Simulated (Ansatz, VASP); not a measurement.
## TiC: VASP beside Ansatz

File INCAR:

```
SYSTEM = TiC
  PREC = Accurate
  ENCUT = 520
  EDIFF = 1E-6
  ISMEAR = 0
  SIGMA = 0.15
  LREAL = .False.
  LASPH = .True.
  NELM = 80
  ALGO = Normal
  ISIF = 2
  LWAVE = .False.
  LCHARG = .False.
  GGA = PE
  NBANDS = 15
```

Contents of KPOINTS:

```
Automatic mesh
0
Gamma
  8 8 8
  0 0 0
```

File POSCAR:

```
TiC
1.0
    0.0000000000      2.1593000000      2.1593000000
    2.1593000000      0.0000000000      2.1593000000
    2.1593000000      2.1593000000      0.0000000000
Ti C
1 1
Direct
    0.0312300000      0.9477500000      0.9829100000
    0.4518000000      0.5228900000      0.4879700000
```

Input for Ansatz:

```yaml
crystal:
  lattice:
    - [0.0, 2.1593, 2.1593]
    - [2.1593, 0.0, 2.1593]
    - [2.1593, 2.1593, 0.0]
  atoms:
    - { symbol: Ti, position: [0.03123, 0.94775, 0.98291] }
    - { symbol: C, position: [0.4518, 0.52289, 0.48797] }
basis:
  ecutwfc: 540.0
  xc_grid: 2
kpoints:
  mp_grid:
    grid: [8, 8, 8]
hamiltonian:
  xc: pbe
scf:
  convergence:
    dr2_threshold: 1.0e-09
  occupations:
    method: gaussian
    width: 0.15
output:
  forces: true
  stress: true
```

Alike in both runs: task single point; functional PBE; k mesh 8 × 8 × 8; occupations gaussian, width 0.15 eV; no spin polarisation.

|  | VASP | Ansatz |
| --- | --- | --- |
| version | VASP 6.6.1 | Ansatz 0.2.0 |
| potentials or method | VASP PAW PBE potentials, release 64 (Ti_sv, C), cutoff 520 eV | plane waves, PAW |
| valence electrons in the cell | 16 | 16 |

|  | VASP | Ansatz | Ansatz less VASP |
| --- | --- | --- | --- |
| pressure (GPa) | 9.5 | 9.2 | -0.24 |
| traceless stress, the component that is largest in VASP (GPa) | -6.48 | -6.43 | +0.050 |
| rms of the force components (eV/Å) | 1.204 | 1.198 | -0.0063 |

Atom by atom the forces differ by 0.006 eV/Å (rms over components). With one functional, cell and mesh, what is left measures potentials, basis and numerics. Ansatz's warnings: stress scf threshold loose.
